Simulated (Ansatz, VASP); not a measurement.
# One calculation of Al2Cu, two programs

The input INCAR:

```
  ALGO = Fast
  EDIFF = 1E-6
  ENCUT = 520
  GGA = PS
  ISIF = 2
  ISMEAR = -1
  LASPH = True
  LCHARG = True
  LELF = True
  LREAL = False
  LVHAR = True
  LWAVE = False
  NBANDS = 16
  NELM = 100
  PREC = Accurate
  SIGMA = 0.05
```

Contents of KPOINTS:

```
k-points
0
Gamma
  9 9 9
```

The input POSCAR:

```
Al2Cu
1.0
   -2.0303375000      2.0303375000      2.8510940000
    2.0303375000     -2.0303375000      2.8510940000
    2.0303375000      2.0303375000     -2.8510940000
Cu Al
1 2
Direct
    0.5000000000      0.5000000000      0.0000000000
    0.2500000000      0.7500000000      0.5000000000
    0.7500000000      0.2500000000      0.5000000000
```

input.yaml

```yaml
crystal:
  lattice:
    - [-2.0303375, 2.0303375, 2.851094]
    - [2.0303375, -2.0303375, 2.851094]
    - [2.0303375, 2.0303375, -2.851094]
  atoms:
    - { symbol: Cu, position: [0.5, 0.5, 0.0] }
    - { symbol: Al, position: [0.25, 0.75, 0.5] }
    - { symbol: Al, position: [0.75, 0.25, 0.5] }
kpoints:
  mp_grid: { grid: [9, 9, 9] }
scf:
  occupations: { method: fermi_dirac, width: 0.05 }
hamiltonian:
  xc: pbesol
  pseudopotentials: { kind: all_electron, lapw: { basis_error: 0.001 } }
output:
  forces: true
  stress: true
  eigenvalues: true
  populations: true
```

Alike in both runs: task single point; functional PBEsol; k mesh 9 × 9 × 9; occupations fermi-dirac, width 0.05 eV; no spin polarisation.

|  | VASP | Ansatz |
| --- | --- | --- |
| version | VASP 6.6.1 | Ansatz 0.2.0 |
| potentials or method | VASP PAW PBE potentials, release 64 (Cu, Al), cutoff 520 eV | all-electron LAPW, scalar-relativistic |

|  | VASP | Ansatz | Ansatz less VASP |
| --- | --- | --- | --- |
| gap on the k mesh at the Fermi level (eV) | none | none | - |
| pressure (GPa) | 0.3 | -0.1 | -0.40 |
| traceless stress, the component that is largest in VASP (GPa) | 0.11 | 0.11 | +0.008 |

VASP's potentials were made for PBE, not for PBEsol. A gap of «none» marks a metal or a gap that the smearing closes. Ansatz ran all-electron here, and VASP with PAW potentials.
